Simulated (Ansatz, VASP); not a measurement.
**Ru: VASP beside Ansatz**

```
CELL_PARAMETERS angstrom
2.69011 0.00000 0.00000
-1.34505 2.32970 0.00000
0.00000 0.00000 24.49960
ATOMIC_POSITIONS crystal
Ru 0.00000 0.00000 0.32654
Ru 0.33333 0.66667 0.41327
Ru 0.00000 0.00000 0.50000
Ru 0.33333 0.66667 0.58673
Ru 0.00000 0.00000 0.67346
```

Alike in both runs: task single point; functional PBEsol; k mesh 15 × 15 × 1; occupations fermi-dirac, width 0.05 eV; no spin polarisation.

|  | VASP | Ansatz |
| --- | --- | --- |
| version | VASP 6.6.1 | Ansatz 0.2.0 |
| potentials or method | VASP PAW PBE potentials, release 64 (Ru_pv), cutoff 520 eV | all-electron LAPW, scalar-relativistic |

|  | VASP | Ansatz | Ansatz less VASP |
| --- | --- | --- | --- |
| rms of the force components (eV/Å) | 0.385 | 0.387 | +0.0019 |

VASP's potentials were made for PBE, not for PBEsol. Atom by atom the forces differ by 0.003 eV/Å (rms over components). Ansatz ran all-electron here, and VASP with PAW potentials.
